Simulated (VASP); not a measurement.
Input of a VASP 6.6.1 run:

INCAR

```
ALGO = Normal ; EDIFF = 1E-6
ENCUT = 500 ; GGA = RP
GGA_COMPAT = F ; ISIF = 2
ISMEAR = -1 ; LASPH = T
LCHARG = F ; LREAL = F
LWAVE = F ; NBANDS = 17
NELM = 120 ; PREC = Accurate
SIGMA = 0.15
```

KPOINTS

```
k-points
0
Gamma
  13 13 7
```

File POSCAR:

```
Hf
1.0
    3.2325161997      0.0000000000      0.0000000000
   -1.6162580998      2.7994411471      0.0000000000
    0.0000000000      0.0000000000      5.1252293046
Hf
2
Direct
    0.3333333333      0.6666666667      0.2500000000
    0.6666666667      0.3333333333      0.7500000000
```

Potentials or basis: VASP PAW PBE potentials, release 64 (Hf_pv).

Command:

```console
$ cat potpaw_PBE.64/Hf_pv/POTCAR > POTCAR
$ mpirun -np 1 vasp_std > vasp.out
```

Task: Predict the band gap on the k mesh.

Result: Zero (bands 10 and 11 overlap by 1.61 eV).

Task: Predict the pressure.

Result: -0.5 GPa.

Stress tensor (GPa, compression positive):
```
-0.47  0.00  0.00
 0.00 -0.47  0.00
 0.00  0.00 -0.55
```

Caveat: the PAW data sets were made with another functional, which shifts forces and pressure a little; spin-orbit coupling is left out, which moves the levels of the heavy elements.
